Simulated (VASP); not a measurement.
Here is a VASP 6.6.1 calculation.

The input INCAR:

```
PREC = Accurate
ENCUT = 520
EDIFF = 1E-6
ISMEAR = 0
SIGMA = 0.05
LREAL = False
LASPH = True
NELM = 100
ALGO = Normal
ISIF = 2
LWAVE = False
LCHARG = False
GGA = PS
NBANDS = 35
```

File KPOINTS:

```
regular mesh
0
Gamma
  12 12 2
```

File POSCAR:

```
WSe2
1.0
    3.5159101225      0.0000000000      0.0000000000
   -1.7579550612      2.6200022533      0.0000000000
    0.0000000000      0.0000000000     23.9834862109
W Se
2 4
Direct
    0.6666666667      0.3333333333      0.1376486583
    0.3333333333      0.6666666667      0.8623513417
    0.3333333333      0.6666666667      0.2073654518
    0.6666666667      0.3333333333      0.9321646899
    0.3333333333      0.6666666667      0.0678353101
    0.6666666667      0.3333333333      0.7926345482
```

Potentials or basis: VASP PAW PBE potentials, release 64 (W_sv, Se).

Command:

```bash
$ cat potpaw_PBE.64/W_sv/POTCAR potpaw_PBE.64/Se/POTCAR > POTCAR
$ mpirun -np 1 vasp_std > vasp.out
```

(1) Predict the largest force.

(2) What does it give for the band gap on the k mesh?

Answers

(1) 1.484 eV/Å.

(2) 1.36 eV (least direct gap 1.56 eV).

Caveat: the cell differs from its parent crystal (strain +0.0750 x Voigt [1, -1, 0, 0, 0, 0]); the PAW data sets were made with another functional, which shifts forces and pressure a little; spin-orbit coupling is left out, which moves the levels of the heavy elements.
